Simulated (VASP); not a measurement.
# TiN (sol) (Fm-3m) in VASP: further runs

TiN (sol) is run at these levels: PBEsol; tasks: single point.

Program: VASP 6.6.1. These are calculated values, not measurements. Logs are shortened: lines on timing, memory, paths and dates and some standing lists are left out, and cuts for length are marked.

## (1) The cell of the first run

Symmetry: Fm-3m, No. 225, cubic system. The conventional cell has a = 4.204 Å, b = 4.204 Å, c = 4.204 Å, α = 90.00°, β = 90.00°, γ = 90.00°. Within 2.8 Å of Ti (site symmetry m-3m) lie 6 N at 2.10 Å. N (site symmetry m-3m) has 6 Ti at 2.10 Å within 2.8 Å.

## (2) Single point, PBEsol

INCAR

```
SYSTEM = TiN
PREC = Accurate
ENCUT = 520
EDIFF = 1E-6
ISMEAR = 0
SIGMA = 0.1
LREAL = .FALSE.
LASPH = .TRUE.
NELM = 100
ALGO = Normal
ISIF = 2
LWAVE = .FALSE.
LCHARG = .FALSE.
GGA = PS
NBANDS = 16
```

KPOINTS

```
regular mesh
0
G
  18 18 18
  0 0 0
```

POSCAR

```
TiN
1.0
    0.0000000000      2.1019140076      2.1019140076
    2.1019140076      0.0000000000      2.1019140076
    2.1019140076      2.1019140076      0.0000000000
Ti N
1 1
Direct
    0.0000000000      0.0000000000      0.0000000000
    0.5000000000      0.5000000000      0.5000000000
```

Potentials or basis: VASP PAW PBE potentials, release 64 (Ti_sv, N).

Command:

```sh
> cat potpaw_PBE.64/Ti_sv/POTCAR potpaw_PBE.64/N/POTCAR > POTCAR
> mpirun -np 1 vasp_std > vasp.out
```

OUTCAR:

```text
SYSTEM = TiN
   PREC = Accurate
   ENCUT = 520
   EDIFF = 1E-6
   ISMEAR = 0
   LREAL = .FALSE.
   LASPH = .TRUE.
   NELM = 100
   ISIF = 2
   GGA = PS

 ion  position               nearest neighbor table
   1  0.000  0.000  0.000-   2 2.10   2 2.10   2 2.10   2 2.10   2 2.10   2 2.10
   2  0.500  0.500  0.500-   1 2.10   1 2.10   1 2.10   1 2.10   1 2.10   1 2.10

  LATTYP: Found a face centered cubic cell.
 ALAT       =     4.2038280152

  Lattice vectors:

 A1 = (   0.0000000000,   2.1019140076,   2.1019140076)
 A2 = (   2.1019140076,   0.0000000000,   2.1019140076)
 A3 = (   2.1019140076,   2.1019140076,   0.0000000000)

Analysis of symmetry for initial positions (statically):
=====================================================================
 Subroutine PRICEL returns:
 Original cell was already a primitive cell.

 Routine SETGRP: Setting up the symmetry group for a
 face centered cubic supercell.

 Subroutine GETGRP returns: Found 48 space group operations
 (whereof 48 operations were pure point group operations)
 out of a pool of 48 trial point group operations.

The static configuration has the point symmetry O_h .

Analysis of symmetry for dynamics (positions and initial velocities):
=====================================================================
 Subroutine PRICEL returns:
 Original cell was already a primitive cell.

 Routine SETGRP: Setting up the symmetry group for a
 face centered cubic supercell.

 Subroutine GETGRP returns: Found 48 space group operations
 (whereof 48 operations were pure point group operations)
 out of a pool of 48 trial point group operations.

The dynamic configuration has the point symmetry O_h .

 Subroutine INISYM returns: Found 48 space group operations
 (whereof 48 operations are pure point group operations),
 and found     1 'primitive' translations

----------------------------------------------------------------------------------------

                                     Primitive cell

  volume of cell :      18.5727

  direct lattice vectors                    reciprocal lattice vectors
     0.000000000  2.101914008  2.101914008    -0.237878428  0.237878428  0.237878428
     2.101914008  0.000000000  2.101914008     0.237878428 -0.237878428  0.237878428
     2.101914008  2.101914008  0.000000000     0.237878428  0.237878428 -0.237878428

  length of vectors
     2.972555296  2.972555296  2.972555296     0.412017523  0.412017523  0.412017523

  position of ions in fractional coordinates (direct lattice)
     0.000000000  0.000000000  0.000000000
     0.500000000  0.500000000  0.500000000

  ion indices of the primitive-cell ions
   primitive index   ion index
                 1           1
                 2           2

[... 76 lines left out ...]
   NFREE  =      0    steps in history (QN), initial steepest desc. (CG)
   ISIF   =      2    stress and relaxation
   ISYM   =      2    0-nonsym 1-usesym 2-fastsym
   POTIM  = 0.5000    time-step for ionic-motion
   TEBEG  =    0.0;   TEEND  =   0.0 temperature during run
   PSTRESS=    0.0 pullay stress
   NELECT =      17.0000    total number of electrons
   NUPDOWN=      -1.0000    fix difference up-down
   EMIN   =  10.00;   EMAX   =-10.00  energy-range for DOS
   EFERMI =   0.00;   METHOD = LEGACY
   ISMEAR =     0;   SIGMA  =   0.10  broadening in eV -4-tet -1-fermi 0-gaus
   EFERMI_NEDOS =   21; number of points for ismear=-14 and -15
   IALGO  =     38    algorithm
   IMIX   =      4    mixing-type and parameters
     AMIX     =   0.40;   BMIX     =  1.00
     AMIX_MAG =   1.60;   BMIX_MAG =  1.00
  volume/ion in A,a.u.               =       9.29        62.67
  Fermi-wavevector in a.u.,A,eV,Ry     =   1.589521  3.003759 34.376155  2.526576
  Thomas-Fermi vector in A             =   2.688357
   LORBIT       =      0    0 simple, 1 ext, 2 COOP (PROOUT), +10 PAW based schemes
   GGA     = PS    functional components
   LHFCALC =     F    Hartree Fock is set to
   AEXX    =    0.0000 exact exchange contribution
   IVDW    =     0    specifies the selected vdW correction
   LEPSILON=     F    determine dielectric tensor
   LRPA    =     F    only Hartree local field effects (RPA)
 non-spin polarized calculation
 Gauss-broadening in eV      SIGMA  =   0.10
  energy-cutoff  :      520.00
  volume of cell :       18.57
 maximum number of plane-waves:       531
 NGX is ok and might be reduce to    24
   NGX = 11   NGY = 11   NGZ = 11

 number of electron      16.9999998 magnetization

 Free energy of the ion-electron system (eV)
  ---------------------------------------------------
  ext. energy  EPLUGINS =         0.00000000
  ---------------------------------------------------
  free energy    TOTEN  =       -20.78211366 eV

  energy without entropy =      -20.77809833  energy(sigma->0) =      -20.78010600

 E-fermi :  11.6754     XC(G=0): -13.3721

 val. band max:       11.6393579901   @ k =  -0.1667   0.1111   0.0000
 cond. band min:      11.6839838500   @ k =   0.4444   0.2222   0.1111
 fundamental gap:      0.0446258599
 Fermi energy:        11.6754164037

 k-point     1 :       0.0000    0.0000    0.0000
  band No.  band energies     occupation
      1     -45.8908      2.00000
      2     -21.9497      2.00000
      3     -21.9497      2.00000
      4     -21.9497      2.00000
      5      -5.5283      2.00000
      6       9.6244      2.00000
[... 433 lines left out ...]
      3     -22.0034      2.00000
      4     -21.9697      2.00000
      5      -4.4255      2.00000
      6       6.0952      2.00000
[... 8 lines left out ...]
     15      24.7876      0.00000
     16      28.9896      0.00000

 [... further k-points ...]

------------------------ aborting loop because EDIFF is reached ----------------------------------------

  FORCE on cell =-STRESS in cart. coord.  units (eV):
  Direction    XX          YY          ZZ          XY          YZ          ZX
  --------------------------------------------------------------------------------------
  -------------------------------------------------------------------------------------
  Total        0.0568106      0.0568106      0.0568106      0.0000000      0.0000000      0.0000000
  in kB        4.9007756      4.9007756      4.9007756      0.0000000      0.0000000      0.0000000
  external PRESSURE =       4.9007756 kB  Pullay stress =       0.0000000 kB

 VOLUME and BASIS-vectors are now :
 -----------------------------------------------------------------------------
  energy-cutoff  :      520.00
  volume of cell :       18.57
      direct lattice vectors                 reciprocal lattice vectors
     0.000000000  2.101914008  2.101914008    -0.237878428  0.237878428  0.237878428
     2.101914008  0.000000000  2.101914008     0.237878428 -0.237878428  0.237878428
     2.101914008  2.101914008  0.000000000     0.237878428  0.237878428 -0.237878428

 POSITION                                       TOTAL-FORCE (eV/Angst)
 -----------------------------------------------------------------------------------
      0.00000      0.00000      0.00000         0.000000      0.000000     -0.000000
      2.10191      2.10191      2.10191         0.000000     -0.000000      0.000000
 -----------------------------------------------------------------------------------
    total drift:                                0.000000     -0.000000     -0.000000

  FREE ENERGIE OF THE ION-ELECTRON SYSTEM (eV)
  ---------------------------------------------------
  free  energy   TOTEN  =       -20.7821136572 eV

  energy  without entropy=      -20.7780983332  energy(sigma->0) =      -20.78010600
```

OSZICAR:

```text
N       E                     dE             d eps       ncg     rms          rms(c)
DAV:   1     0.129974279704E+03    0.12997E+03   -0.82886E+03  6272   0.127E+03
DAV:   2    -0.181173807897E+02   -0.14809E+03   -0.13850E+03  7016   0.345E+02
DAV:   3    -0.255653324598E+02   -0.74480E+01   -0.73936E+01  7944   0.805E+01
DAV:   4    -0.257216417202E+02   -0.15631E+00   -0.15621E+00  7512   0.111E+01
DAV:   5    -0.257250160915E+02   -0.33744E-02   -0.33743E-02  7448   0.146E+00    0.190E+01
DAV:   6    -0.211353510113E+02    0.45897E+01   -0.12150E+01  8200   0.537E+01    0.693E+00
DAV:   7    -0.208236621603E+02    0.31169E+00   -0.14291E+00  7376   0.150E+01    0.522E+00
DAV:   8    -0.209944252193E+02   -0.17076E+00   -0.96572E-01  8624   0.143E+01    0.606E+00
DAV:   9    -0.207897624763E+02    0.20466E+00   -0.28923E-01  7240   0.847E+00    0.140E+00
DAV:  10    -0.207845950525E+02    0.51674E-02   -0.38441E-02  7728   0.226E+00    0.382E-01
DAV:  11    -0.207821673966E+02    0.24277E-02   -0.51956E-03  7200   0.646E-01    0.163E-01
DAV:  12    -0.207821658430E+02    0.15536E-05   -0.41540E-04  7296   0.209E-01    0.854E-02
DAV:  13    -0.207821233831E+02    0.42460E-04   -0.21218E-04  7456   0.230E-01    0.209E-02
DAV:  14    -0.207821138599E+02    0.95232E-05   -0.15423E-05  7840   0.548E-02    0.644E-03
DAV:  15    -0.207821136572E+02    0.20265E-06   -0.19326E-06  6920   0.130E-02
   1 F= -.20782114E+02 E0= -.20780106E+02  d E =-.401532E-02
```

It took 38 s on 1 thread of Intel Xeon 6975P-C (Granite Rapids), shared host; peak memory 0.18 GiB.

Results:

- Free energy: -20.7821 eV
- Pressure: 0.5 GPa

Levels at points of the mesh, in eV from the Fermi level:
```csv
k point,band 5,band 6,band 7,band 8,band 9,band 10,band 11,band 12,band 13,band 14
"(0.00, 0.00, 0.00)",-17.20,-2.05,-2.05,-2.05,-0.65,-0.65,-0.65,0.60,0.60,5.70
"(0.50, 0.00, 0.00)",-14.58,-8.28,-5.63,-5.63,1.78,1.78,2.49,6.00,6.00,6.13
"(0.50, 0.50, 0.00)",-15.76,-5.90,-3.25,-3.25,-3.23,1.72,2.52,2.52,3.86,10.89
```

Caveat: the PAW data sets were made with another functional, which shifts forces and pressure a little.

## (3) Single point, PBEsol

INCAR

```
PREC = Accurate ; ENCUT = 520
EDIFF = 1E-7 ; ISMEAR = -1
SIGMA = 0.15 ; LREAL = F
LASPH = T ; NELM = 80
ALGO = Normal ; ISIF = 2
LWAVE = F ; LCHARG = T
GGA = PS ; LELF = T
LVHAR = T ; NBANDS = 16
```

KPOINTS

```
regular mesh
0
Gamma
  18 18 18
```

POSCAR

```
TiN
1.0
    0.0000000000      2.1027114891      2.1027114891
    2.1027114891      0.0000000000      2.1027114891
    2.1027114891      2.1027114891      0.0000000000
Ti N
1 1
Direct
    0.0000000000      0.0000000000      0.0000000000
    0.5000000000      0.5000000000      0.5000000000
```

Potentials or basis: VASP PAW PBE potentials, release 64 (Ti_sv, N).

Command:

```sh
> cat potpaw_PBE.64/Ti_sv/POTCAR potpaw_PBE.64/N/POTCAR > POTCAR
> mpirun -np 1 vasp_std > vasp.out
```

OUTCAR:

```text
PREC = Accurate
   ENCUT = 520
   EDIFF = 1E-7
   ISMEAR = -1
   LREAL = F
   LASPH = T
   NELM = 80
   ISIF = 2
   GGA = PS

 ion  position               nearest neighbor table
   1  0.000  0.000  0.000-   2 2.10   2 2.10   2 2.10   2 2.10   2 2.10   2 2.10
   2  0.500  0.500  0.500-   1 2.10   1 2.10   1 2.10   1 2.10   1 2.10   1 2.10

  LATTYP: Found a face centered cubic cell.
 ALAT       =     4.2054229782

  Lattice vectors:

 A1 = (   0.0000000000,   2.1027114891,   2.1027114891)
[... 641 lines left out ...]

------------------------ aborting loop because EDIFF is reached ----------------------------------------

  FORCE on cell =-STRESS in cart. coord.  units (eV):
  Direction    XX          YY          ZZ          XY          YZ          ZX
  --------------------------------------------------------------------------------------
  -------------------------------------------------------------------------------------
  Total        0.0597590      0.0597590      0.0597590      0.0000000     -0.0000000      0.0000000
  in kB        5.1492636      5.1492636      5.1492636      0.0000000     -0.0000000      0.0000000
  external PRESSURE =       5.1492636 kB  Pullay stress =       0.0000000 kB

 VOLUME and BASIS-vectors are now :
 -----------------------------------------------------------------------------
  energy-cutoff  :      520.00
  volume of cell :       18.59
      direct lattice vectors                 reciprocal lattice vectors
     0.000000000  2.102711489  2.102711489    -0.237788209  0.237788209  0.237788209
     2.102711489  0.000000000  2.102711489     0.237788209 -0.237788209  0.237788209
     2.102711489  2.102711489  0.000000000     0.237788209  0.237788209 -0.237788209

 POSITION                                       TOTAL-FORCE (eV/Angst)
 -----------------------------------------------------------------------------------
      0.00000      0.00000      0.00000        -0.000000     -0.000000      0.000000
      2.10271      2.10271      2.10271         0.000000      0.000000     -0.000000
 -----------------------------------------------------------------------------------
    total drift:                                0.000000     -0.000000     -0.000000

  FREE ENERGIE OF THE ION-ELECTRON SYSTEM (eV)
  ---------------------------------------------------
  free  energy   TOTEN  =       -20.8104781445 eV

  energy  without entropy=      -20.7500696136  energy(sigma->0) =      -20.78027388
```

OSZICAR:

```text
N       E                     dE             d eps       ncg     rms          rms(c)
DAV:   1     0.132196038504E+03    0.13220E+03   -0.82467E+03  6272   0.127E+03
DAV:   2    -0.180340888649E+02   -0.15023E+03   -0.14092E+03  6920   0.349E+02
DAV:   3    -0.255768440021E+02   -0.75428E+01   -0.74844E+01  7896   0.810E+01
DAV:   4    -0.257457946391E+02   -0.16895E+00   -0.16883E+00  7600   0.115E+01
DAV:   5    -0.257492740535E+02   -0.34794E-02   -0.34794E-02  7456   0.147E+00    0.190E+01
DAV:   6    -0.211663874708E+02    0.45829E+01   -0.12176E+01  8216   0.537E+01    0.694E+00
DAV:   7    -0.208530640955E+02    0.31332E+00   -0.14363E+00  7392   0.150E+01    0.522E+00
DAV:   8    -0.210299936432E+02   -0.17693E+00   -0.97831E-01  8624   0.145E+01    0.608E+00
DAV:   9    -0.208179351883E+02    0.21206E+00   -0.29884E-01  7280   0.861E+00    0.139E+00
DAV:  10    -0.208129478860E+02    0.49873E-02   -0.38786E-02  7680   0.226E+00    0.395E-01
DAV:  11    -0.208105361503E+02    0.24117E-02   -0.52741E-03  7112   0.646E-01    0.165E-01
DAV:  12    -0.208105332348E+02    0.29155E-05   -0.41128E-04  7536   0.207E-01    0.871E-02
DAV:  13    -0.208104878229E+02    0.45412E-04   -0.21711E-04  7400   0.233E-01    0.207E-02
DAV:  14    -0.208104783568E+02    0.94661E-05   -0.15358E-05  7744   0.548E-02    0.705E-03
DAV:  15    -0.208104781855E+02    0.17132E-06   -0.19718E-06  8056   0.123E-02    0.573E-03
DAV:  16    -0.208104781445E+02    0.40983E-07   -0.14225E-07  6848   0.404E-03
   1 F= -.20810478E+02 E0= -.20780274E+02  d E =-.604085E-01
```

Wall time 48 s (1 thread of Intel Xeon 6975P-C (Granite Rapids), shared host); peak memory 0.18 GiB.

What came out:

* Free energy: -20.8105 eV
* Pressure: 0.5 GPa

Caveat: the PAW data sets were made with another functional, which shifts forces and pressure a little.
